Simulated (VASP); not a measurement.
# GaN (I-4m2) in VASP: settings compared

The runs below take GaN through G0W0 quasiparticle levels, dielectric tensor, with PBE, r2SCAN.

Program: VASP 6.6.1. These are calculated values, not measurements. Logs are shortened: lines on timing, memory, paths and dates and some standing lists are left out, and cuts for length are marked.

## Step 1: The cell of the first run

The structure is tetragonal, space group I-4m2 (No. 119). Conventional cell: a = 3.180 Å, b = 3.180 Å, c = 4.633 Å, α = 90.00°, β = 90.00°, γ = 90.00°. Ga (site symmetry -4m2) has 4 N at 1.97 Å within 2.6 Å. N (site symmetry -4m2) has 4 Ga at 1.97 Å within 2.6 Å.

## Step 2: G0W0 quasiparticle levels, PBE

File POSCAR:

```
GaN
1.0
    0.0000000000      2.2489525411      2.3164211173
    2.2489525411      0.0000000000      2.3164211173
    2.2489525411      2.2489525411      0.0000000000
Ga N
1 1
Direct
    0.0000000000      0.0000000000      0.0000000000
    0.2500000000      0.2500000000      0.2500000000
```

File INCAR.step1:

```
SYSTEM = GaN
  PREC = Accurate
  ENCUT = 500
  EDIFF = 1E-8
  ISMEAR = 0
  SIGMA = 0.01
  LREAL = .FALSE.
  LASPH = .TRUE.
  NELM = 80
  ALGO = Normal
  LWAVE = .TRUE.
  LCHARG = .FALSE.
  GGA = PE
```

File INCAR.step2:

```
SYSTEM = GaN
  PREC = Accurate
  ENCUT = 500
  EDIFF = 1E-8
  ISMEAR = 0
  SIGMA = 0.01
  LREAL = .FALSE.
  LASPH = .TRUE.
  NELM = 1
  ALGO = Exact
  LWAVE = .TRUE.
  LCHARG = .FALSE.
  GGA = PE
  NBANDS = 106
  LOPTICS = .TRUE.
  ISTART = 1
```

File INCAR.step3:

```
SYSTEM = GaN
  PREC = Accurate
  ENCUT = 500
  EDIFF = 1E-8
  ISMEAR = 0
  SIGMA = 0.01
  LREAL = .FALSE.
  LASPH = .TRUE.
  ALGO = EVGW0
  LWAVE = .FALSE.
  LCHARG = .FALSE.
  GGA = PE
  NELMGW = 1
  NBANDS = 106
  ENCUTGW = 150.0
  NOMEGA = 96
  PRECFOCK = Fast
  ISTART = 1
  NBANDSGW = 17
  OMEGAMAX = 20
```

File KPOINTS:

```
regular mesh
0
G
  6 6 6
  0 0 0
```

Potentials or basis: VASP PAW PBE potentials, release 64 (Ga_d_GW, N_GW).

The run is started by

```
$ cat potpaw_PBE.64/Ga_d_GW/POTCAR potpaw_PBE.64/N_GW/POTCAR > POTCAR
$ cp INCAR.step1 INCAR
$ mpirun -np 1 vasp_std > vasp.out
$ cp INCAR.step2 INCAR
$ mpirun -np 1 vasp_std > vasp.out
$ cp INCAR.step3 INCAR
$ mpirun -np 1 vasp_std > vasp.out
```

OUTCAR:

```text
SYSTEM = GaN
   PREC = Accurate
   ENCUT = 500
   EDIFF = 1E-8
   ISMEAR = 0
   LREAL = .FALSE.
   LASPH = .TRUE.
   GGA = PE
   NELMGW = 1
   ENCUTGW = 150.0
   PRECFOCK = Fast
   ISTART = 1

 ion  position               nearest neighbor table
   1  0.000  0.000  0.000-   2 1.97   2 1.97   2 1.97   2 1.97
   2  0.250  0.250  0.250-   1 1.97   1 1.97   1 1.97   1 1.97

  LATTYP: Found a body centered tetragonal cell.
 ALAT       =     3.1804991848
 C/A-ratio  =     1.4566399692

  Lattice vectors:

 A1 = (  -2.2489525411,   0.0000000000,   2.3164211173)
 A2 = (   2.2489525411,   0.0000000000,   2.3164211173)
 A3 = (   0.0000000000,   2.2489525411,  -2.3164211173)

Analysis of symmetry for initial positions (statically):
=====================================================================
 Subroutine PRICEL returns:
 Original cell was already a primitive cell.

 Routine SETGRP: Setting up the symmetry group for a
 body centered tetragonal supercell.

 Subroutine GETGRP returns: Found  8 space group operations
 (whereof  8 operations were pure point group operations)
 out of a pool of 16 trial point group operations.

The static configuration has the point symmetry D_2d.

Analysis of symmetry for dynamics (positions and initial velocities):
=====================================================================
 Subroutine PRICEL returns:
 Original cell was already a primitive cell.

 Routine SETGRP: Setting up the symmetry group for a
 body centered tetragonal supercell.

 Subroutine GETGRP returns: Found  8 space group operations
 (whereof  8 operations were pure point group operations)
 out of a pool of 16 trial point group operations.

The dynamic configuration has the point symmetry D_2d.

 Subroutine INISYM returns: Found  8 space group operations
 (whereof  8 operations are pure point group operations),
 and found     1 'primitive' translations

----------------------------------------------------------------------------------------

                                     Primitive cell

  volume of cell :      23.4319

[... 41 lines left out ...]
 Found     30 irreducible k-points:

 Following reciprocal coordinates:
            Coordinates               Weight
  0.000000  0.000000  0.000000      1.000000
  0.166667 -0.000000  0.000000      8.000000
  0.333333 -0.000000  0.000000      8.000000
  0.500000 -0.000000  0.000000      4.000000
  0.166667  0.166667  0.000000      2.000000
  0.333333  0.166667  0.000000      8.000000
[... 16 lines left out ...]
  0.333333  0.000000  0.333333      4.000000
  0.500000  0.000000  0.333333     16.000000
 [... further k-points ...]
   k-points           NKPTS =     30   k-points in BZ     NKDIM =    216   number of bands    NBANDS=    106
   number of dos      NEDOS =    301   number of ions     NIONS =      2
   total plane-waves  NPLWV =  13824
   dimension x,y,z NGX =    24 NGY =   24 NGZ =   24
   dimension x,y,z NGXF=    48 NGYF=   48 NGZF=   48
   ions per type =               1   1
   NGX,Y,Z   is equivalent  to a cutoff of  12.36, 12.36, 12.54 a.u.
   NGXF,Y,Z  is equivalent  to a cutoff of  24.72, 24.72, 25.09 a.u.
 SYSTEM =  GaN
   PREC   = accura    normal or accurate (medium, high low for compatibility)
   ISTART =      1    job   : 0-new  1-cont  2-samecut
   ICHARG =      0    charge: 1-file 2-atom 10-const
   ISPIN  =      1    spin polarized calculation?
   LNONCOLLINEAR =      F non collinear calculations
   LSORBIT =      F    spin-orbit coupling
   LASPH  =      T    aspherical Exc in radial PAW
   ENCUT  =  500.0 eV  36.75 Ry    6.06 a.u.   5.89  5.89  5.80*2*pi/ulx,y,z
   NELM   =     60;   NELMIN=  2; NELMDL=  0     # of ELM steps
   EDIFF  = 0.1E-07   stopping-criterion for ELM
   LREAL  =      F    real-space projection
   EDIFFG = 0.1E-06   stopping-criterion for IOM
   NSW    =      0    number of steps for IOM
   IBRION =     -1    ionic relax: 0-MD 1-quasi-New 2-CG
   NFREE  =      0    steps in history (QN), initial steepest desc. (CG)
   ISIF   =      0    stress and relaxation
   ISYM   =      3    0-nonsym 1-usesym 2-fastsym
   POTIM  = 0.5000    time-step for ionic-motion
   TEBEG  =    0.0;   TEEND  =   0.0 temperature during run
   PSTRESS=    0.0 pullay stress
   NELECT =      18.0000    total number of electrons
   NUPDOWN=      -1.0000    fix difference up-down
   EMIN   =  10.00;   EMAX   =-10.00  energy-range for DOS
   EFERMI =   0.00;   METHOD = LEGACY
   ISMEAR =     0;   SIGMA  =   0.01  broadening in eV -4-tet -1-fermi 0-gaus
   EFERMI_NEDOS =   21; number of points for ismear=-14 and -15
   IALGO  =     38    algorithm
   IMIX   =      4    mixing-type and parameters
     AMIX     =   0.40;   BMIX     =  1.00
     AMIX_MAG =   1.60;   BMIX_MAG =  1.00
  volume/ion in A,a.u.               =      11.72        79.06
  Fermi-wavevector in a.u.,A,eV,Ry     =   1.499327  2.833317 30.585636  2.247981
  Thomas-Fermi vector in A             =   2.610971
   LORBIT       =      0    0 simple, 1 ext, 2 COOP (PROOUT), +10 PAW based schemes
   GGA     = PE    functional components
   LHFCALC =     T    Hartree Fock is set to
   PRECFOCK=fast      Normal, Fast or Accurate (Low or Medium for compatibility)
   ENCUT4O =  -1.0   cutoff for four orbital integrals eV
   NKREDX  =     1    reduce k-point grid by
   NKREDY  =     1    reduce k-point grid by
   NKREDZ  =     1    reduce k-point grid by
   AEXX    =    1.0000 exact exchange contribution
   HFSCREEN=    0.0000 screening length (either q_TF or 0.3 A-1)
   HFSCREENC=   0.0000 screening length for correlation (either q_TF or 0.3 A-1)
   ENCUTFOCK=  -1.0 apply spherical cutoff to Coloumb kernel
   IVDW    =     0    specifies the selected vdW correction
   LEPSILON=     F    determine dielectric tensor
   LRPA    =     F    only Hartree local field effects (RPA)
   LRPAFORCE           =     F    calculate RPA forces
   ENCUTGW             = 150.0    cutoff for response function in eV
   ENCUTGWSOFT         = 120.0    soft cutoff for Coulomb kernel in GW response function in eV
   ENCUTLF             =  -1.0    cutoff for local field effects
   NELMGW              =     1    number of iterations in solving QP/BSE equation
   NELMHF              =     1    number of iterations in the inner HF iteration
   NKREDLFX            =     1    NKREDLFY  =   1   NKREDLFZ  =   1
 non-spin polarized calculation
 Gauss-broadening in eV      SIGMA  =   0.01
  energy-cutoff  :      500.00
  volume of cell :       23.43
 maximum number of plane-waves:       605
  NGX = 14; NGY = 14; NGZ = 14
   NGX = 11   NGY = 11   NGZ = 11
 maximum number of plane-waves:       113
 NGX is ok and might be reduce to    14

 QP shifts <psi_nk| G(iteration)W_0 |psi_nk>: iteration 1
 for sc-GW calculations column KS-energies equals QP-energies in previous step
 and V_xc(KS)=  KS-energies - (<T + V_ion + V_H > + <T+V_H+V_ion>^1  + <V_x>^1)

 k-point   1 :       0.0000    0.0000    0.0000
  band No.  KS-energies  QP-energies   sigma(KS)   V_xc(KS)     V^pw_x(r,r')   Z            occupation Imag(sigma)

      1     -10.8782     -11.8606     -16.3505     -14.8354     -24.5203       0.6484       2.0000       0.9617
      2      -8.6424     -11.5021     -25.4601     -21.4885     -34.7938       0.7200       2.0000       0.1626
      3      -8.6110     -11.4700     -25.4872     -21.5143     -34.8369       0.7196       2.0000       0.1642
      4      -8.6110     -11.4700     -25.4872     -21.5143     -34.8369       0.7196       2.0000       0.1642
      5      -8.3284     -11.2867     -25.8813     -21.8061     -35.1862       0.7259       2.0000       0.1088
      6      -8.3284     -11.2867     -25.8813     -21.8061     -35.1862       0.7259       2.0000       0.1088
[... 480 lines left out ...]
      4      -8.3858     -11.3064     -25.8277     -21.7949     -35.2064       0.7242       2.0000       0.1456
      5      -8.2683     -11.2329     -25.9542     -21.8813     -35.2940       0.7279       2.0000       0.1122
      6      -6.7453      -8.6677     -22.0600     -19.3710     -30.3216       0.7149       2.0000       0.4171
[... 9 lines left out ...]
     16      26.9024      27.5845     -11.1761     -12.0495      -4.3957       0.7810       0.0000      -0.9026
     17      29.2602      29.8646      -9.8855     -10.6489      -3.2676       0.7918       0.0000      -0.9365

 [... further k-points ...]
```

OUTCAR.step1:

```text
SYSTEM = GaN
   PREC = Accurate
   ENCUT = 500
   EDIFF = 1E-8
   ISMEAR = 0
   LREAL = .FALSE.
   LASPH = .TRUE.
[... 605 lines left out ...]
      0.00000      0.00000      0.00000         0.000000      0.000000      0.000000
      1.12448      1.12448      1.15821        -0.000000     -0.000000     -0.000000
 -----------------------------------------------------------------------------------
    total drift:                                0.000018      0.000018      0.000016

  FREE ENERGIE OF THE ION-ELECTRON SYSTEM (eV)
  ---------------------------------------------------
  free  energy   TOTEN  =       -12.1456687429 eV

  energy  without entropy=      -12.1456687429  energy(sigma->0) =      -12.14566874
```

It took 28 min on 1 thread of AMD EPYC 7R43 (Zen 3), shared host; peak memory 0.56 GiB.

Results:

| Quantity | Value |
| --- | --- |
| Quasiparticle gap | 2.59 eV |
| Least direct quasiparticle gap | 2.59 eV |
| Band gap of the starting levels on the mesh | 1.52 eV |
| Least direct gap of the starting levels on the mesh | 1.52 eV |

Caveat: the k points lie up to 0.40 Å⁻¹ apart; the cutoff is under 1.25 times the usual one of these potentials, so pressure, stress and relaxed cells hold a basis-set (Pulay) error; bands, screening cutoff and mesh are small and nothing is extrapolated, so the quasiparticle values aren't converged; the structure was generated, so it needn't be the stable form of GaN.

## Step 3: Dielectric tensor, r2SCAN (uniaxial z strain +2.0%)

File INCAR:

```
SYSTEM = GaN
PREC = Accurate
ENCUT = 520
EDIFF = 1E-8
ISMEAR = 0
SIGMA = 0.01
LREAL = .False.
LASPH = .True.
NELM = 80
ALGO = Normal
ISIF = 2
LWAVE = .False.
LCHARG = .False.
METAGGA = R2SCAN
LMIXTAU = .True.
LCALCEPS = .True.
```

File KPOINTS:

```
regular mesh
0
Gamma
  8 8 8
  0 0 0
```

File POSCAR:

```
GaN
1.0
    0.0000000000      2.2489525411      2.2939315919
    2.2489525411      0.0000000000      2.2939315919
    2.2489525411      2.2489525411      0.0000000000
Ga N
1 1
Direct
    0.0000000000      0.0000000000      0.0000000000
    0.2500000000      0.2500000000      0.2500000000
```

Potentials or basis: VASP PAW PBE potentials, release 64 (Ga_d, N).

The run is started by

```
$ cat potpaw_PBE.64/Ga_d/POTCAR potpaw_PBE.64/N/POTCAR > POTCAR
$ mpirun -np 1 vasp_std > vasp.out
```

OUTCAR:

```text
SYSTEM = GaN
   PREC = Accurate
   ENCUT = 520
   EDIFF = 1E-8
   ISMEAR = 0
   LREAL = .False.
   LASPH = .True.
   NELM = 80
   ISIF = 2
   METAGGA = R2SCAN

 ion  position               nearest neighbor table
   1  0.000  0.000  0.000-   2 1.96   2 1.96   2 1.96   2 1.96
   2  0.250  0.250  0.250-   1 1.96   1 1.96   1 1.96   1 1.96

  LATTYP: Found a body centered tetragonal cell.
 ALAT       =     3.1804991848
 C/A-ratio  =     1.4424978336

  Lattice vectors:

 A1 = (  -2.2489525411,   0.0000000000,   2.2939315919)
 A2 = (   2.2489525411,   0.0000000000,   2.2939315919)
 A3 = (   0.0000000000,   2.2489525411,  -2.2939315919)

Analysis of symmetry for initial positions (statically):
=====================================================================
 Subroutine PRICEL returns:
 Original cell was already a primitive cell.

 Routine SETGRP: Setting up the symmetry group for a
 body centered tetragonal supercell.

[... 578 lines left out ...]
  z     0.00000     0.00000     0.00000    -1.43532     0.00000     0.00000

 PIEZOELECTRIC TENSOR (including local field effects) (C/m^2)
          XX          YY          ZZ          XY          YZ          ZX
  --------------------------------------------------------------------------------
  x     0.00000     0.00000     0.00000     0.00000    -1.01295     0.00000
  y     0.00000     0.00000     0.00000     0.00000     0.00000    -1.01295
  z     0.00000     0.00000     0.00000    -0.99104     0.00000     0.00000

 BORN EFFECTIVE CHARGES (including local field effects) (in |e|, cummulative output)
 ---------------------------------------------------------------------------------
 ion    1
    1     2.66347     0.00000     0.00000
    2     0.00000     2.66347     0.00000
    3     0.00000     0.00000     2.70217
 ion    2
    1    -2.66347     0.00000     0.00000
    2    -0.00000    -2.66347     0.00000
    3     0.00000     0.00000    -2.70217

  FORCE on cell =-STRESS in cart. coord.  units (eV):
  Direction    XX          YY          ZZ          XY          YZ          ZX
  --------------------------------------------------------------------------------------
  -------------------------------------------------------------------------------------
  Total       -0.2627519     -0.2627519     -0.6467170      0.0000000      0.0000000      0.0000000
  in kB      -18.1420092    -18.1420092    -44.6533296      0.0000000      0.0000000      0.0000000
  external PRESSURE =     -26.9791160 kB  Pullay stress =       0.0000000 kB

 VOLUME and BASIS-vectors are now :
 -----------------------------------------------------------------------------
  energy-cutoff  :      520.00
  volume of cell :       23.20
      direct lattice vectors                 reciprocal lattice vectors
     0.000000000  2.248952541  2.293931592    -0.222325723  0.222325723  0.217966395
     2.248952541  0.000000000  2.293931592     0.222325723 -0.222325723  0.217966395
     2.248952541  2.248952541  0.000000000     0.222325723  0.222325723 -0.217966395

 POSITION                                       TOTAL-FORCE (eV/Angst)
 -----------------------------------------------------------------------------------
      0.00000      0.00000      0.00000        -0.000000     -0.000000     -0.000000
      1.12448      1.12448      1.14697         0.000000      0.000000      0.000000
 -----------------------------------------------------------------------------------
    total drift:                                0.000013      0.000013      0.000006

  FREE ENERGIE OF THE ION-ELECTRON SYSTEM (eV)
  ---------------------------------------------------
  free  energy   TOTEN  =       -21.8915353170 eV

  energy  without entropy=      -21.8915353170  energy(sigma->0) =      -21.89153532
```

OSZICAR:

```text
N       E                     dE             d eps       ncg     rms          rms(c)
DAV:   1     0.771351152126E+02    0.77135E+02   -0.99923E+03  1632   0.252E+03
DAV:   2    -0.193167398757E+02   -0.96452E+02   -0.91131E+02  1744   0.369E+02
DAV:   3    -0.266697702107E+02   -0.73530E+01   -0.73066E+01  1719   0.909E+01
[... 13 lines left out ...]
DMP:  12    -0.218915352600E+02   -0.38783E-07   -0.29554E-07  1950   0.369E-07   0.713E-07
DMP:  13    -0.218915352842E+02   -0.24213E-07   -0.19472E-07  1950   0.237E-07   0.480E-07
DMP:  14    -0.218915353004E+02   -0.16202E-07   -0.12192E-07  1950   0.134E-07   0.329E-07
DMP:  15    -0.218915353106E+02   -0.10190E-07   -0.73316E-08  1950   0.775E-08   0.204E-07
DMP:  16    -0.218915353170E+02   -0.63706E-08   -0.47101E-08  1950   0.506E-08   0.129E-07
   1 F= -.21891535E+02 E0= -.21891535E+02  d E =-.263255E-12
```

stdout:

```text
POSCAR found type information on POSCAR GaN
 POSCAR found :  2 types and       2 ions
 scaLAPACK will be used
 -----------------------------------------------------------------------------
|                                                                             |
[... 116 lines left out ...]
dp_tot=(  0.175E-05  0.168E-05  0.580E-02 )  diag[e(oo)]=(    ---      ---    5.52060 )
 p_tot=(  0.562E+01  0.562E+01  0.574E+01 )
dp_tot=(  0.175E-05  0.168E-05  0.580E-02 )  diag[e(oo)]=(    ---      ---    5.52677 )
 p_tot=(  0.562E+01  0.562E+01  0.574E+01 )
dp_tot=(  0.175E-05  0.168E-05  0.581E-02 )  diag[e(oo)]=(    ---      ---    5.53213 )
 final diagonalization full
 p_tot=(  0.562E+01  0.562E+01  0.574E+01 )
dp_tot=(  0.175E-05  0.168E-05  0.582E-02 )  diag[e(oo)]=(    ---      ---    5.53616 )
```

It took 53 min on 1 thread of Intel Xeon 8259CL, shared host; peak memory 0.43 GiB.

What came out:

| Property | Result |
| --- | --- |
| Band gap on the k mesh | 1.99 eV |
| Electronic dielectric tensor (diagonal) | 5.49, 5.49, 5.54 |
| Born charges (mean of the diagonal) | Ga +2.68; N -2.68 e |

Electronic dielectric tensor:
```
5.49 0.00 0.00
0.00 5.49 0.00
0.00 0.00 5.54
```

Born effective charge tensors (e):
atom 1, Ga
```
2.66 0.00 0.00
0.00 2.66 0.00
0.00 0.00 2.70
```
atom 2, N
```
-2.66  0.00  0.00
 0.00 -2.66  0.00
 0.00  0.00 -2.70
```

Dipole moments of the cell (e·Å, modulo the quantum): ionic 5.622, 5.622, 5.735; electronic 0.000, 0.000, 0.006

Caveat: the cell differs from its parent crystal (uniaxial z strain +2.0%); the structure was generated, so it needn't be the stable form of GaN; the PAW data sets were made with another functional, which shifts forces and pressure a little.

(Part 1 of 2 ends here.)
